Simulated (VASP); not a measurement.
The system is Ca3Ni.

```xyz
8
Lattice="6.5063 0.0000 0.0000 -3.2531 5.6346 0.0000 0.0000 0.0000 5.2223" Properties=species:S:1:pos:R:3 pbc="T T T"
Ca    3.2531    3.7526    1.3056
Ca   -1.6233    4.6936    3.9167
Ca    1.6298    0.9410    1.3056
Ca    0.0000    1.8819    3.9167
Ca    4.8764    0.9410    1.3056
Ca    1.6233    4.6936    3.9167
Ni    0.0000    3.7564    1.3056
Ni    3.2531    1.8782    3.9167
```

* Program: VASP 6.6.1
* Task: relaxation of cell and atoms
* Functional: PBE
* Potentials or basis: VASP PAW PBE potentials, release 64 (Ca_sv, Ni)
* Cutoff: 600 eV
* k mesh: 3 × 3 × 4
* Occupations: gaussian, width 0.1 eV
* Spin: no spin polarisation

At the start: pressure 7.0 GPa; volume 23.93 Å³/atom.

Q: Where does the relaxation end?

A: Over 8 steps the energy falls by 242.5 meV/atom and the volume is 29.08 Å³/atom (+21.5 %); space group P6_3/mmc (No. 194, to 0.1 Å) before and after.

The path:
```
step  energy change (eV)  largest force (eV/Å)  pressure (GPa)  volume (Å³)
   1              0.0000                0.8931            7.01       191.45
   2             -1.7803                0.3369            0.85       221.95
   3             -1.8105                0.3196            0.71       223.17
   4             -1.8389                0.2611            0.69       223.39
   5             -1.8954                0.0891            0.71       223.97
   6             -1.9116                0.1790            0.84       224.73
   7             -1.9399                0.0268           -0.15       233.31
   8             -1.9400                0.0374           -0.09       232.67
```

Final structure:
```
CELL_PARAMETERS angstrom
7.19505 0.00000 0.00000
-3.59752 6.23109 0.00000
0.00000 0.00000 5.18973
ATOMIC_POSITIONS crystal
Ca 0.82047 0.64094 0.25000
Ca 0.17953 0.82047 0.75000
Ca 0.35906 0.17953 0.25000
Ca 0.17953 0.35906 0.75000
Ca 0.82047 0.17953 0.25000
Ca 0.64094 0.82047 0.75000
Ni 0.33333 0.66667 0.25000
Ni 0.66667 0.33333 0.75000
```

Caveat: the k points lie up to 0.34 Å⁻¹ apart in the final cell, too coarse for converged energies and pressures of a metal; the volume moved by over 15 % at a fixed basis, so the end points are rough.
